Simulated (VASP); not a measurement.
The system is Al2O3.

```
CELL_PARAMETERS angstrom
3.17846 0.00000 0.00000
-1.58923 2.75263 0.00000
0.00000 0.00000 4.94517
ATOMIC_POSITIONS crystal
Al 0.33333 0.66667 0.24500
Al 0.66667 0.33333 0.75500
O 0.00000 0.00000 0.00000
O 0.33333 0.66667 0.64500
O 0.66667 0.33333 0.35500
```

| Property | Result |
| --- | --- |
| Program | VASP 6.6.1 |
| Task | relaxation of cell and atoms |
| Functional | PBE |
| Potentials or basis | VASP PAW PBE potentials, release 64 (Al, O) |
| Cutoff | 600 eV |
| k mesh | 6 × 6 × 4 |
| Occupations | gaussian, width 0.1 eV |
| Spin | no spin polarisation |

At the start: pressure 1.6 GPa; volume 8.65 Å³/atom.

How do energy, volume and symmetry change on relaxing?

Over 17 steps the energy falls by 327.9 meV/atom and the volume is 9.40 Å³/atom (+8.7 %); space group P-3m1 (No. 164, to 0.1 Å) before and after.

The path:
| step | energy change (eV) | largest force (eV/Å) | pressure (GPa) | volume (Å³) |
| --- | --- | --- | --- | --- |
| 1 | 0.0000 | 2.0356 | 1.61 | 43.27 |
| 2 | -0.5652 | 1.9312 | 4.20 | 43.67 |
| 3 | -0.5908 | 1.3179 | 3.08 | 43.62 |
| 4 | -0.9783 | 1.4927 | -0.65 | 44.74 |
| 5 | -0.9262 | 1.7658 | -5.34 | 46.79 |
| 6 | -1.2038 | 1.4462 | -3.05 | 45.62 |
| 7 | -1.2260 | 1.4842 | -3.64 | 45.93 |
| 8 | -1.4543 | 1.4049 | 0.83 | 45.09 |
| 9 | -1.4562 | 1.4652 | 1.34 | 45.01 |
| 10 | -1.5971 | 0.3253 | 6.95 | 45.21 |
| 11 | -1.5971 | 0.3162 | 6.84 | 45.21 |
| 12 | -1.5958 | 0.3176 | -6.39 | 48.55 |
| 13 | -1.6332 | 0.0419 | -0.10 | 46.82 |
| 14 | -1.6377 | 0.1064 | -0.57 | 47.10 |
| 15 | -1.6379 | 0.1371 | -0.63 | 47.17 |
| 16 | -1.6392 | 0.0433 | 0.47 | 46.99 |
| 17 | -1.6393 | 0.0375 | 0.28 | 47.02 |

Final structure:
```xyz
5
Lattice="2.8993 0.0000 0.0000 -1.4497 2.5109 0.0000 0.0000 0.0000 6.4586" Properties=species:S:1:pos:R:3 pbc="T T T"
Al    0.0000    1.6739    1.3636
Al    1.4497    0.8370    5.0950
O     0.0000    0.0000    0.0000
O     0.0000    1.6739    4.4351
O     1.4497    0.8370    2.0235
```

Caveat: a cell axis changed by over 15 % at a fixed basis, so the end point is rough.
